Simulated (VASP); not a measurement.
# In3GaP2 (P6mm) in VASP: single point with PBE

Aim: the single point of In3GaP2 with PBE.

Everything below comes from runs of VASP 6.6.1. Logs are shortened: lines on timing, memory, paths and dates and some standing lists are left out, and cuts for length are marked.

## Step 1: The cell of the first run

The structure is hexagonal, space group P6mm (No. 183). Conventional cell: a = 5.910 Å, b = 5.910 Å, c = 4.151 Å, α = 90.00°, β = 90.00°, γ = 120.00°. Within 3.5 Å of In (site symmetry 2mm) lie 4 P at 2.68 to 2.70 Å and 4 In at 2.96 Å and 2 Ga at 3.45 Å. Within 4.5 Å of Ga (site symmetry 6mm) lie 6 P at 3.43 Å and 12 In at 3.45 to 3.79 Å and 2 Ga at 4.15 Å. P (site symmetry 3m) has 6 In at 2.68 to 2.70 Å and 3 P at 3.41 Å and 3 Ga at 3.43 Å within 3.5 Å.

## Step 2: Single point, PBE

INCAR reads:

```
  PREC = Accurate
  ENCUT = 520
  EDIFF = 1E-6
  ISMEAR = 0
  SIGMA = 0.1
  LREAL = F
  LASPH = T
  NELM = 100
  ALGO = Normal
  ISIF = 2
  LWAVE = F
  LCHARG = F
  GGA = PE
  NBANDS = 40
```

KPOINTS reads:

```
Automatic mesh
0
Gamma
  3 3 4
```

POSCAR reads:

```
In3GaP2
1.0
    5.9101547700      0.0000000000      0.0000000000
   -2.9550773900      5.1183441700      0.0000000000
    0.0000000000      0.0000000000      4.1511127600
In Ga P
3 1 2
Direct
    0.5000000000      0.5000000000      0.4595159900
    0.5000000000      0.0000000000      0.4595159900
    0.0000000000      0.5000000000      0.4595159900
    0.0000000000      0.0000000000      0.8888130200
    0.6666666700      0.3333333300      0.9631379800
    0.3333333300      0.6666666700      0.9631379800
```

Potentials or basis: VASP PAW PBE potentials, release 64 (In_d, Ga_d, P).

Started as:

```
cat potpaw_PBE.64/In_d/POTCAR potpaw_PBE.64/Ga_d/POTCAR potpaw_PBE.64/P/POTCAR > POTCAR
mpirun -np 1 vasp_std > vasp.out
```

OUTCAR:

```text
PREC = Accurate
   ENCUT = 520
   EDIFF = 1E-6
   ISMEAR = 0
   LREAL = F
   LASPH = T
   NELM = 100
   ISIF = 2
   GGA = PE

 ion  position               nearest neighbor table
   1  0.500  0.500  0.460-   5 2.68   6 2.68   5 2.70   6 2.70   3 2.96   3 2.96   2 2.96   2 2.96
                             4 3.45   4 3.45
   2  0.500  0.000  0.460-   5 2.68   6 2.68   5 2.70   6 2.70   3 2.96   3 2.96   1 2.96   1 2.96
                             4 3.45   4 3.45
   3  0.000  0.500  0.460-   5 2.68   6 2.68   5 2.70   6 2.70   2 2.96   2 2.96   1 2.96   1 2.96
                             4 3.45   4 3.45
   4  0.000  0.000  0.889-   1 3.45   1 3.45   2 3.45   2 3.45   3 3.45   3 3.45
   5  0.667  0.333  0.963-   3 2.68   2 2.68   1 2.68   3 2.70   2 2.70   1 2.70
   6  0.333  0.667  0.963-   3 2.68   2 2.68   1 2.68   3 2.70   2 2.70   1 2.70

  LATTYP: Found a hexagonal cell.
 ALAT       =     5.9101547700
 C/A-ratio  =     0.7023695523

  Lattice vectors:

 A1 = (   5.9101547700,   0.0000000000,   0.0000000000)
 A2 = (  -2.9550773900,   5.1183441700,   0.0000000000)
 A3 = (   0.0000000000,   0.0000000000,   4.1511127600)

Analysis of symmetry for initial positions (statically):
=====================================================================
 Subroutine PRICEL returns:
 Original cell was already a primitive cell.

 Routine SETGRP: Setting up the symmetry group for a
 hexagonal supercell.

 Subroutine GETGRP returns: Found 12 space group operations
 (whereof 12 operations were pure point group operations)
 out of a pool of 24 trial point group operations.

The static configuration has the point symmetry C_6v.

Analysis of symmetry for dynamics (positions and initial velocities):
=====================================================================
 Subroutine PRICEL returns:
 Original cell was already a primitive cell.

 Routine SETGRP: Setting up the symmetry group for a
 hexagonal supercell.

 Subroutine GETGRP returns: Found 12 space group operations
 (whereof 12 operations were pure point group operations)
 out of a pool of 24 trial point group operations.

The dynamic configuration has the point symmetry C_6v.

 Subroutine INISYM returns: Found 12 space group operations
 (whereof 12 operations are pure point group operations),
 and found     1 'primitive' translations

----------------------------------------------------------------------------------------
[... 87 lines left out ...]
   EDIFFG = 0.1E-04   stopping-criterion for IOM
   NSW    =      0    number of steps for IOM
   IBRION =     -1    ionic relax: 0-MD 1-quasi-New 2-CG
   NFREE  =      0    steps in history (QN), initial steepest desc. (CG)
   ISIF   =      2    stress and relaxation
   ISYM   =      2    0-nonsym 1-usesym 2-fastsym
   POTIM  = 0.5000    time-step for ionic-motion
   TEBEG  =    0.0;   TEEND  =   0.0 temperature during run
   PSTRESS=    0.0 pullay stress
   NELECT =      62.0000    total number of electrons
   NUPDOWN=      -1.0000    fix difference up-down
   EMIN   =  10.00;   EMAX   =-10.00  energy-range for DOS
   EFERMI =   0.00;   METHOD = LEGACY
   ISMEAR =     0;   SIGMA  =   0.10  broadening in eV -4-tet -1-fermi 0-gaus
   EFERMI_NEDOS =   21; number of points for ismear=-14 and -15
   IALGO  =     38    algorithm
   IMIX   =      4    mixing-type and parameters
     AMIX     =   0.40;   BMIX     =  1.00
     AMIX_MAG =   1.60;   BMIX_MAG =  1.00
  volume/ion in A,a.u.               =      20.93       141.23
  Fermi-wavevector in a.u.,A,eV,Ry     =   1.293921  2.445156 22.779304  1.674232
  Thomas-Fermi vector in A             =   2.425536
   LORBIT       =      0    0 simple, 1 ext, 2 COOP (PROOUT), +10 PAW based schemes
   GGA     = PE    functional components
   LHFCALC =     F    Hartree Fock is set to
   AEXX    =    0.0000 exact exchange contribution
   IVDW    =     0    specifies the selected vdW correction
   LEPSILON=     F    determine dielectric tensor
   LRPA    =     F    only Hartree local field effects (RPA)
 non-spin polarized calculation
 Gauss-broadening in eV      SIGMA  =   0.10
  energy-cutoff  :      520.00
  volume of cell :      125.57
 maximum number of plane-waves:      3402
 NGX is ok and might be reduce to    48
   NGX = 21   NGY = 21   NGZ = 15

 number of electron      62.0000023 magnetization

 Free energy of the ion-electron system (eV)
  ---------------------------------------------------
  ext. energy  EPLUGINS =         0.00000000
  ---------------------------------------------------
  free energy    TOTEN  =       -18.64460864 eV

  energy without entropy =      -18.63111946  energy(sigma->0) =      -18.63786405

 E-fermi :   7.6391     XC(G=0): -10.5681

 val. band max:        7.5532231047   @ k =   0.3333   0.3333   0.2500
 cond. band min:       7.6496306748   @ k =   0.0000   0.0000   0.0000
 fundamental gap:      0.0964075701
 Fermi energy:         7.6390736505

 k-point     1 :       0.0000    0.0000    0.0000
  band No.  band energies     occupation
      1      -7.7478      2.00000
      2      -7.4765      2.00000
      3      -7.4616      2.00000
      4      -7.4616      2.00000
      5      -7.3581      2.00000
      6      -7.3271      2.00000
[... 376 lines left out ...]
     39      13.4196      0.00000
     40      13.4199      0.00000

------------------------ aborting loop because EDIFF is reached ----------------------------------------

  FORCE on cell =-STRESS in cart. coord.  units (eV):
  Direction    XX          YY          ZZ          XY          YZ          ZX
  --------------------------------------------------------------------------------------
  -------------------------------------------------------------------------------------
  Total       11.0259016     11.0259016      6.6511829     -0.0000000     -0.0000000      0.0000000
  in kB      140.6798266    140.6798266     84.8626530     -0.0000001     -0.0000000      0.0000000
  external PRESSURE =     122.0741021 kB  Pullay stress =       0.0000000 kB

 VOLUME and BASIS-vectors are now :
 -----------------------------------------------------------------------------
  energy-cutoff  :      520.00
  volume of cell :      125.57
      direct lattice vectors                 reciprocal lattice vectors
     5.910154770  0.000000000  0.000000000     0.169200307  0.097687843  0.000000000
    -2.955077390  5.118344170  0.000000000     0.000000000  0.195375685  0.000000000
     0.000000000  0.000000000  4.151112760     0.000000000  0.000000000  0.240899262

 POSITION                                       TOTAL-FORCE (eV/Angst)
 -----------------------------------------------------------------------------------
      1.47754      2.55917      1.90750        -0.000000      0.000000     -0.018832
      2.95508      0.00000      1.90750        -0.000000     -0.000000     -0.018832
     -1.47754      2.55917      1.90750        -0.000000      0.000000     -0.018832
      0.00000      0.00000      3.68956        -0.000000      0.000000      0.193167
      2.95508      1.70611      3.99809         0.000000     -0.000000     -0.068335
     -0.00000      3.41223      3.99809        -0.000000      0.000000     -0.068335
 -----------------------------------------------------------------------------------
    total drift:                               -0.000000     -0.000000      0.000179

  FREE ENERGIE OF THE ION-ELECTRON SYSTEM (eV)
  ---------------------------------------------------
  free  energy   TOTEN  =       -18.6446086403 eV

  energy  without entropy=      -18.6311194616  energy(sigma->0) =      -18.63786405
```

Wall time 28 s (1 thread of Intel Xeon 6975P-C (Granite Rapids), shared host); peak memory 0.27 GiB.

What came out:

- Free energy: -18.6446 eV
- Pressure: 12.2 GPa
- Largest force: 0.193 eV/Å
- Band gap on the k mesh: zero (band 31 reaches 8.90 eV, above the bottom of band 32 at 6.70 eV)

Forces in eV/Å, atoms in the order of the input:
```
In   0.000  0.000 -0.019
In   0.000  0.000 -0.019
In   0.000  0.000 -0.019
Ga   0.000  0.000  0.193
P    0.000  0.000 -0.068
P    0.000  0.000 -0.068
```

Stress tensor (GPa, compression positive):
```
14.07  0.00  0.00
 0.00 14.07  0.00
 0.00  0.00  8.49
```

Levels at points of the mesh, in eV from the Fermi level:
| k point | band 29 | band 30 | band 31 | band 32 | band 33 | band 34 |
| --- | --- | --- | --- | --- | --- | --- |
| (0.00, 0.00, 0.00) | -2.82 | -0.74 | 0.01 | 2.11 | 2.11 | 3.09 |
| (0.00, 0.00, 0.50) | -2.56 | -1.60 | -1.60 | -0.93 | -0.93 | -0.13 |

Caveat: the k points lie up to 0.41 Å⁻¹ apart; spin-orbit coupling is left out, which moves the levels of the heavy elements.
